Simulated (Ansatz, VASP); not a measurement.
One calculation of C, two programs

```xyz
2
Lattice="0.0000 1.9261 1.7834 1.9261 0.0000 1.7834 1.9261 1.9261 0.0000" Properties=species:S:1:pos:R:3 pbc="T T T"
C     1.9261    1.9261    1.7834
C     2.8891    2.8891    2.6751
```

Change from the starting cell: strain +0.080 along x and y, +0.000 along z, atoms carried along.

Alike in both runs: task single point; functional r2SCAN; k mesh 12 × 12 × 12; occupations gaussian, width 0.05 eV; no spin polarisation.

```csv
,VASP,Ansatz
version,VASP 6.6.1,Ansatz 0.2.0
potentials or method,"VASP PAW PBE potentials, release 64 (C), cutoff 520 eV","scalar-relativistic, plane waves, PAW"
valence electrons in the cell,8,8
```

Ansatz gave:

* gap on the k mesh at the Fermi level (eV): 2.23
* least direct gap on the mesh (eV): 4.19
* pressure (GPa): -53.0
* traceless stress, the component that is largest in VASP (GPa): 38.82

Problem. What did VASP give for the same quantities?

Solution. gap on the k mesh at the Fermi level (eV): 2.21; least direct gap on the mesh (eV): 4.16; pressure (GPa): -52.3; traceless stress, the component that is largest in VASP (GPa): 38.76.

VASP's potentials were made for PBE, not for r2SCAN. Both programs put the cell under strong tension, so it lies far from rest at this level.

Noted on VASP's run: the cell as given lies far from equilibrium.
